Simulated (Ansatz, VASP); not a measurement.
Two plane-wave programs on Au

File INCAR:

```
PREC = Accurate
ENCUT = 600
EDIFF = 1E-7
ISMEAR = -1
SIGMA = 0.1
LREAL = F
LASPH = T
NELM = 80
ALGO = Normal
ISIF = 3
LWAVE = F
LCHARG = F
GGA = CA
IBRION = 2
NSW = 100
EDIFFG = -0.002
```

Contents of KPOINTS:

```
regular mesh
0
Gamma
  24 24 24
```

POSCAR

```
Au
1.0
    0.0000000000      2.0350000000      2.0350000000
    2.0350000000      0.0000000000      2.0350000000
    2.0350000000      2.0350000000      0.0000000000
Au
1
Direct
    0.0000000000      0.0000000000      0.0000000000
```

Input for Ansatz:

```yaml
crystal:
  lattice:
    - [0.0, 2.035, 2.035]
    - [2.035, 0.0, 2.035]
    - [2.035, 2.035, 0.0]
  atoms:
    - { symbol: Au, position: [0.0, 0.0, 0.0] }
kpoints:
  mp_grid: { grid: [24, 24, 24] }
scf:
  occupations: { method: fermi_dirac, width: 0.1 }
hamiltonian:
  xc: lda
  pseudopotentials: { kind: paw }
relax:
  f_tol: 0.002
  max_steps: 80
  cell: {}
output:
  forces: true
  stress: true
  write_density: true
  write_potential: true
  elf: true
  volumetric_format: npy
```

Alike in both runs: task relaxation of cell and atoms; functional LDA; k mesh 24 × 24 × 24; occupations fermi-dirac, width 0.1 eV; no spin polarisation.

|  | VASP | Ansatz |
| --- | --- | --- |
| version | VASP 6.6.1 | Ansatz 0.2.0 |
| potentials or method | VASP PAW LDA potentials, release 64 (Au) | PAW with Ansatz's default frozen-core files, scalar-relativistic |
| plane-wave cutoff (eV) | 600 | 420 |
| valence electrons in the cell | 11 | 19 |

```csv
,VASP,Ansatz,Ansatz less VASP
relaxed volume (Å³/atom),16.63,16.58,-0.052
relaxed cell length with the largest relative difference (Å),2.865,2.862,-0.0030
```

LDA's correlation is that of Perdew and Zunger in VASP and of Perdew and Wang (1992) in Ansatz. VASP's potentials hold 11 valence electrons a cell and Ansatz's 19, so a difference there can come from the potentials and not from the codes.

Spin-orbit coupling is off throughout.
